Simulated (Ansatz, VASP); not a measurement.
**One calculation of Ge, two programs**

```
Ge
1.0
     0.00000    2.82900    2.82900
     2.82900    0.00000    2.82900
     2.82900    2.82900    0.00000
Ge
2
Cartesian
  0.0000 0.0000 0.0000
  1.4145 1.4145 1.4145
```

Alike in both runs: task single point; functional PBEsol; k mesh 12 × 12 × 12; occupations gaussian, width 0.01 eV; non-collinear spin, spin-orbit coupling.

|  | VASP | Ansatz |
| --- | --- | --- |
| version | VASP 6.6.1 | Ansatz 0.2.0 |
| potentials or method | VASP PAW PBE potentials, release 64 (Ge_d), cutoff 520 eV | plane waves, PAW |
| valence electrons in the cell | 28 | 28 |

```tsv
	VASP	Ansatz	Ansatz less VASP
net moment per atom (μB)	0.00	0.00	0.000
```

VASP's potentials were made for PBE, not for PBEsol, and Ansatz warns of the same on its side. The functional is the same, so the differences come from potentials, cutoffs and numerics.
